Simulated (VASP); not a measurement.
# Hf (P6_3/mmc) in VASP: further runs

Runs on Hf. Level: LDA. Tasks: single point, relaxation of cell and atoms.

Everything below comes from runs of VASP 6.6.1. Logs are shortened: lines on timing, memory, paths and dates and some standing lists are left out, and cuts for length are marked.

### Step 1. The cell of the first run

It takes space group P6_3/mmc (No. 194, hexagonal). Conventional cell: a = 3.118 Å, b = 3.118 Å, c = 4.956 Å, α = 90.00°, β = 90.00°, γ = 120.00°. Within 4.0 Å of Hf (site symmetry -6m2) lie 12 Hf at 3.06 to 3.12 Å.

### Step 2. Single point, LDA

INCAR reads:

```
SYSTEM = Hf
ALGO     = Normal         ! electronic algorithm
EDIFF    = 1E-7           ! SCF threshold, eV
ENCUT    = 520            ! plane-wave cutoff, eV
GGA      = CA             ! functional
ISIF     = 2              ! what is computed and relaxed
ISMEAR   = -1             ! smearing method
LASPH    = .TRUE.         ! aspherical terms in the spheres
LCHARG   = .FALSE.        ! write CHGCAR
LREAL    = .FALSE.        ! projectors in reciprocal space
LWAVE    = .FALSE.        ! write WAVECAR
NBANDS   = 17             ! bands
NELM     = 80             ! most SCF steps
PREC     = Accurate       ! precision mode
SIGMA    = 0.05           ! smearing width, eV
```

KPOINTS reads:

```
k-points
0
G
  8 8 5
  0 0 0
```

POSCAR reads:

```
Hf
1.0
    3.1177704538      0.0000000000      0.0000000000
   -1.5588852269      2.7000684161      0.0000000000
    0.0000000000      0.0000000000      4.9556785461
Hf
2
Direct
    0.3333333333      0.6666666667      0.2500000000
    0.6666666667      0.3333333333      0.7500000000
```

Potentials or basis: VASP PAW LDA potentials, release 64 (Hf_pv).

The run is started by

```sh
> cat potpaw_LDA.64/Hf_pv/POTCAR > POTCAR
> mpirun -np 1 vasp_std > vasp.out
```

OUTCAR:

```text
SYSTEM = Hf
   EDIFF = 1E-7
   ENCUT = 520
   GGA = CA
   ISIF = 2
   ISMEAR = -1
   LASPH = .TRUE.
   LREAL = .FALSE.
   NELM = 80
   PREC = Accurate

 ion  position               nearest neighbor table
   1  0.333  0.667  0.250-   2 3.06   2 3.06   2 3.06   2 3.06   2 3.06   2 3.06
   2  0.667  0.333  0.750-   1 3.06   1 3.06   1 3.06   1 3.06   1 3.06   1 3.06

  LATTYP: Found a hexagonal cell.
 ALAT       =     3.1177704538
 C/A-ratio  =     1.5894943581

  Lattice vectors:

 A1 = (   3.1177704538,   0.0000000000,   0.0000000000)
 A2 = (  -1.5588852269,   2.7000684161,   0.0000000000)
 A3 = (   0.0000000000,   0.0000000000,   4.9556785461)

Analysis of symmetry for initial positions (statically):
=====================================================================
 Subroutine PRICEL returns:
 Original cell was already a primitive cell.

 Routine SETGRP: Setting up the symmetry group for a
 hexagonal supercell.

 Subroutine GETGRP returns: Found 24 space group operations
 (whereof 12 operations were pure point group operations)
 out of a pool of 24 trial point group operations.

The static configuration has the point symmetry D_3d.
 The point group associated with its full space group is D_6h.

Analysis of symmetry for dynamics (positions and initial velocities):
=====================================================================
 Subroutine PRICEL returns:
 Original cell was already a primitive cell.

 Routine SETGRP: Setting up the symmetry group for a
 hexagonal supercell.

 Subroutine GETGRP returns: Found 24 space group operations
 (whereof 12 operations were pure point group operations)
 out of a pool of 24 trial point group operations.

The dynamic configuration has the point symmetry D_3d.
 The point group associated with its full space group is D_6h.

 Subroutine INISYM returns: Found 24 space group operations
 (whereof 12 operations are pure point group operations),
 and found     1 'primitive' translations

----------------------------------------------------------------------------------------

                                     Primitive cell

  volume of cell :      41.7179

  direct lattice vectors                    reciprocal lattice vectors
     3.117770454  0.000000000  0.000000000     0.320742022  0.185180493  0.000000000
    -1.558885227  2.700068416  0.000000000     0.000000000  0.370360986  0.000000000
     0.000000000  0.000000000  4.955678546     0.000000000  0.000000000  0.201788714

  length of vectors
     3.117770454  3.117770454  4.955678546     0.370360986  0.370360986  0.201788714

  position of ions in fractional coordinates (direct lattice)
     0.333333333  0.666666667  0.250000000
     0.666666667  0.333333333  0.750000000

  ion indices of the primitive-cell ions
   primitive index   ion index
                 1           1
                 2           2

----------------------------------------------------------------------------------------

 KPOINTS: k-points

Automatic generation of k-mesh.
 Grid dimensions read from file:
 generate k-points for:    8    8    5

 Generating k-lattice:

  Cartesian coordinates                     Fractional coordinates (reciprocal lattice)
     0.040092753  0.023147562  0.000000000     0.125000000 -0.000000000  0.000000000
     0.000000000  0.046295123  0.000000000     0.000000000  0.125000000  0.000000000
     0.000000000  0.000000000  0.040357743     0.000000000  0.000000000  0.200000000

  Length of vectors
     0.046295123  0.046295123  0.040357743

  Shift w.r.t. Gamma in fractional coordinates (k-lattice)
     0.000000000  0.000000000  0.000000000

 Subroutine IBZKPT returns following result:
 ===========================================

 Found     30 irreducible k-points:

 Following reciprocal coordinates:
            Coordinates               Weight
  0.000000  0.000000  0.000000      1.000000
  0.125000 -0.000000  0.000000      6.000000
  0.250000 -0.000000  0.000000      6.000000
  0.375000 -0.000000  0.000000      6.000000
  0.500000 -0.000000  0.000000      3.000000
  0.125000  0.125000  0.000000      6.000000
[... 16 lines left out ...]
  0.250000 -0.000000  0.400000     12.000000
  0.375000 -0.000000  0.400000     12.000000
 [... further k-points ...]
   k-points           NKPTS =     30   k-points in BZ     NKDIM =     30   number of bands    NBANDS=     17
   number of dos      NEDOS =    301   number of ions     NIONS =      2
   total plane-waves  NPLWV =  23040
   dimension x,y,z NGX =    24 NGY =   24 NGZ =   40
   dimension x,y,z NGXF=    48 NGYF=   48 NGZF=   80
   ions per type =               2
   NGX,Y,Z   is equivalent  to a cutoff of  12.80, 12.80, 13.42 a.u.
   NGXF,Y,Z  is equivalent  to a cutoff of  25.59, 25.59, 26.84 a.u.
 SYSTEM =  Hf
   PREC   = accura    normal or accurate (medium, high low for compatibility)
   ISTART =      0    job   : 0-new  1-cont  2-samecut
   ICHARG =      2    charge: 1-file 2-atom 10-const
   ISPIN  =      1    spin polarized calculation?
   LNONCOLLINEAR =      F non collinear calculations
   LSORBIT =      F    spin-orbit coupling
   LASPH  =      T    aspherical Exc in radial PAW
   ENCUT  =  520.0 eV  38.22 Ry    6.18 a.u.   5.80  5.80  9.21*2*pi/ulx,y,z
   NELM   =     80;   NELMIN=  2; NELMDL= -5     # of ELM steps
   EDIFF  = 0.1E-06   stopping-criterion for ELM
   LREAL  =      F    real-space projection
   EDIFFG = 0.1E-05   stopping-criterion for IOM
   NSW    =      0    number of steps for IOM
   IBRION =     -1    ionic relax: 0-MD 1-quasi-New 2-CG
   NFREE  =      0    steps in history (QN), initial steepest desc. (CG)
   ISIF   =      2    stress and relaxation
   ISYM   =      2    0-nonsym 1-usesym 2-fastsym
   POTIM  = 0.5000    time-step for ionic-motion
   TEBEG  =    0.0;   TEEND  =   0.0 temperature during run
   PSTRESS=    0.0 pullay stress
   NELECT =      20.0000    total number of electrons
   NUPDOWN=      -1.0000    fix difference up-down
   EMIN   =  10.00;   EMAX   =-10.00  energy-range for DOS
   EFERMI =   0.00;   METHOD = LEGACY
   ISMEAR =    -1;   SIGMA  =   0.05  broadening in eV -4-tet -1-fermi 0-gaus
   EFERMI_NEDOS =   21; number of points for ismear=-14 and -15
   IALGO  =     38    algorithm
   IMIX   =      4    mixing-type and parameters
     AMIX     =   0.40;   BMIX     =  1.00
     AMIX_MAG =   1.60;   BMIX_MAG =  1.00
  volume/ion in A,a.u.               =      20.86       140.76
  Fermi-wavevector in a.u.,A,eV,Ry     =   1.281280  2.421269 22.336402  1.641679
  Thomas-Fermi vector in A             =   2.413659
   LORBIT       =      0    0 simple, 1 ext, 2 COOP (PROOUT), +10 PAW based schemes
   GGA     = CA    functional components
   LHFCALC =     F    Hartree Fock is set to
   AEXX    =    0.0000 exact exchange contribution
   IVDW    =     0    specifies the selected vdW correction
   LEPSILON=     F    determine dielectric tensor
   LRPA    =     F    only Hartree local field effects (RPA)
 non-spin polarized calculation
  energy-cutoff  :      520.00
  volume of cell :       41.72
 maximum number of plane-waves:      1138
 NGX is ok and might be reduce to    24
   NGX = 11   NGY = 11   NGZ = 19

 number of electron      19.9999997 magnetization

 Free energy of the ion-electron system (eV)
  ---------------------------------------------------
  ext. energy  EPLUGINS =         0.00000000
  ---------------------------------------------------
  free energy    TOTEN  =       -21.39664162 eV

  energy without entropy =      -21.38131712  energy(sigma->0) =      -21.38897937

 E-fermi :   5.3498     XC(G=0): -11.7934

 val. band max:        5.3425767815   @ k =   0.3750   0.2500   0.4000
 cond. band min:       5.3831791451   @ k =   0.1250  -0.0000   0.4000
 fundamental gap:      0.0406023635
 Fermi energy:         5.3497777094

 k-point     1 :       0.0000    0.0000    0.0000
  band No.  band energies     occupation
      1     -25.6103      2.00000
      2     -24.6586      2.00000
      3     -24.6586      2.00000
      4     -24.5047      2.00000
      5     -24.4999      2.00000
      6     -24.4999      2.00000
[... 9 lines left out ...]
     16       8.0212      0.00000
     17      10.9302      0.00000

 k-point     2 :       0.1250   -0.0000    0.0000
  band No.  band energies     occupation
      1     -25.5592      2.00000
      2     -24.7697      2.00000
      3     -24.6949      2.00000
      4     -24.6160      2.00000
      5     -24.5279      2.00000
      6     -24.5150      2.00000
[... 9 lines left out ...]
     16       7.7682      0.00000
     17      11.2842      0.00000

 k-point     3 :       0.2500   -0.0000    0.0000
  band No.  band energies     occupation
      1     -25.4215      2.00000
      2     -25.0369      2.00000
      3     -24.8799      2.00000
      4     -24.7774      2.00000
      5     -24.5980      2.00000
      6     -24.5553      2.00000
[... 9 lines left out ...]
     16       9.0628      0.00000
     17      11.8072      0.00000

 k-point     4 :       0.3750   -0.0000    0.0000
  band No.  band energies     occupation
      1     -25.3010      2.00000
      2     -25.2446      2.00000
      3     -25.1245      2.00000
      4     -24.8551      2.00000
      5     -24.7066      2.00000
      6     -24.5987      2.00000
[... 9 lines left out ...]
     16      10.8368      0.00000
     17      12.0965      0.00000
[... 343 lines left out ...]
      1     -25.2477      2.00000
      2     -24.9561      2.00000
      3     -24.6879      2.00000
      4     -24.6333      2.00000
      5     -24.6152      2.00000
      6     -24.5777      2.00000
[... 9 lines left out ...]
     16       9.7388      0.00000
     17      10.7703      0.00000

 k-point    23 :       0.2500   -0.0000    0.4000
  band No.  band energies     occupation
      1     -25.2928      2.00000
      2     -25.1359      2.00000
      3     -24.8275      2.00000
      4     -24.7017      2.00000
      5     -24.6905      2.00000
      6     -24.6330      2.00000
[... 9 lines left out ...]
     16       9.8802      0.00000
     17      10.7844      0.00000

 k-point    24 :       0.3750   -0.0000    0.4000
  band No.  band energies     occupation
      1     -25.4333      2.00000
      2     -25.3535      2.00000
      3     -24.8557      2.00000
      4     -24.7679      2.00000
      5     -24.7229      2.00000
      6     -24.6887      2.00000
[... 9 lines left out ...]
     16      10.8864      0.00000
     17      11.3638      0.00000

 [... further k-points ...]
[... 5 lines left out ...]
  --------------------------------------------------------------------------------------
  -------------------------------------------------------------------------------------
  Total        0.0148638      0.0148638      0.0309250      0.0000000      0.0000000     -0.0000000
  in kB        0.5708448      0.5708448      1.1876766      0.0000000      0.0000000     -0.0000000
  external PRESSURE =       0.7764554 kB  Pullay stress =       0.0000000 kB

 VOLUME and BASIS-vectors are now :
 -----------------------------------------------------------------------------
  energy-cutoff  :      520.00
  volume of cell :       41.72
      direct lattice vectors                 reciprocal lattice vectors
     3.117770454  0.000000000  0.000000000     0.320742022  0.185180493  0.000000000
    -1.558885227  2.700068416  0.000000000     0.000000000  0.370360986  0.000000000
     0.000000000  0.000000000  4.955678546     0.000000000  0.000000000  0.201788714

 POSITION                                       TOTAL-FORCE (eV/Angst)
 -----------------------------------------------------------------------------------
     -0.00000      1.80005      1.23892        -0.000000     -0.000000      0.000000
      1.55889      0.90002      3.71676         0.000000      0.000000      0.000000
 -----------------------------------------------------------------------------------
    total drift:                               -0.000000      0.000000     -0.000000

  FREE ENERGIE OF THE ION-ELECTRON SYSTEM (eV)
  ---------------------------------------------------
  free  energy   TOTEN  =       -21.3966416195 eV

  energy  without entropy=      -21.3813171164  energy(sigma->0) =      -21.38897937
```

Run time: 7.2 s. Hardware: 1 thread of Intel Xeon 6975P-C (Granite Rapids), shared host; peak memory 0.14 GiB.

What came out:

```yaml
Free_energy: -21.3966 eV
Pressure: 0.1 GPa
Band_gap_on_the_k_mesh: zero (band 10 reaches 6.43 eV, above the bottom of band 11 at 4.98 eV)
```

Caveat: spin-orbit coupling is left out, which moves the levels of the heavy elements.

### Step 3. Relaxation of cell and atoms, LDA

This run uses another cell than the first one, of 22.38 Å³/atom, 1.073 times its volume.

INCAR reads:

```
SYSTEM = Hf
ALGO = Normal ; EDIFF = 1E-6
EDIFFG = -0.02 ; ENCUT = 600
GGA = CA ; IBRION = 2
ISIF = 3 ; ISMEAR = -1
LASPH = .TRUE. ; LCHARG = .FALSE.
LREAL = .FALSE. ; LWAVE = .FALSE.
NELM = 80 ; NSW = 80
PREC = Accurate ; SIGMA = 0.05
```

KPOINTS is that of step 2.

POSCAR reads:

```
Hf
1.0
    3.1967000000      0.0000000000      0.0000000000
   -1.5983500000      2.7684230000      0.0000000000
    0.0000000000      0.0000000000      5.0578000000
Hf
2
Direct
    0.3333333333      0.6666666667      0.2500000000
    0.6666666667      0.3333333333      0.7500000000
```

Potentials or basis: VASP PAW LDA potentials, release 64 (Hf_pv).

The run is started by

```sh
> cat potpaw_LDA.64/Hf_pv/POTCAR > POTCAR
> mpirun -np 1 vasp_std > vasp.out
```

Wall time 27 s (1 thread of Intel Xeon 6975P-C (Granite Rapids), shared host); peak memory 0.17 GiB.

Results (log left out):

```
Free energy                            : -21.3971 eV
Relaxed volume                         : 20.87 Å³/atom
Relaxed cell                           : a = 3.119 Å, b = 3.119 Å, c = 4.954 Å, α = 90.00°, β = 90.00°, γ = 120.00°
Space group after relaxing (to 0.05 Å) : P6_3/mmc (No. 194)
Energy gained by relaxing              : 36.9 meV/atom
Ionic steps                            : 5
Pressure after relaxing                : 0.0 GPa
Band gap on the k mesh                 : zero (band 10 reaches 6.42 eV, above the bottom of band 11 at 4.98 eV)
```

Stress tensor (GPa, compression positive):
```
-0.05  0.00  0.00
 0.00 -0.05  0.00
 0.00  0.00  0.12
```

Step by step:
```csv
step,energy change (eV),largest force (eV/Å),pressure (GPa),volume (Å³)
1,0.0000,0.0000,-7.51,44.76
2,0.0495,0.0000,12.13,38.31
3,-0.0735,0.0000,-0.16,41.82
4,-0.0735,0.0000,0.00,41.77
5,-0.0739,0.0000,0.01,41.75
```

Final structure:
```cif
data_structure
_symmetry_space_group_name_H-M 'P 1'
_symmetry_Int_Tables_number 1
_cell_length_a 3.1193
_cell_length_b 3.1193
_cell_length_c 4.9543
_cell_angle_alpha 90.000
_cell_angle_beta 90.000
_cell_angle_gamma 120.000
_cell_volume 41.75
loop_
_atom_site_label
_atom_site_type_symbol
_atom_site_fract_x
_atom_site_fract_y
_atom_site_fract_z
_atom_site_occupancy
Hf1 Hf 0.33333 0.66667 0.25000 1
Hf2 Hf 0.66667 0.33333 0.75000 1
```

Levels at points of the mesh, in eV from the Fermi level:
```tsv
k point	band 6	band 7	band 8	band 9	band 10	band 11	band 12	band 13	band 14
(0.00, 0.00, 0.00)	-29.85	-7.60	-3.99	0.98	1.08	1.08	1.33	1.96	1.96
(0.50, 0.00, 0.00)	-29.97	-3.50	-3.08	-2.52	-0.61	0.66	0.88	1.71	6.24
```

Caveat: spin-orbit coupling is left out, which moves the levels of the heavy elements. Zero-point motion and thermal expansion aren't in these numbers.
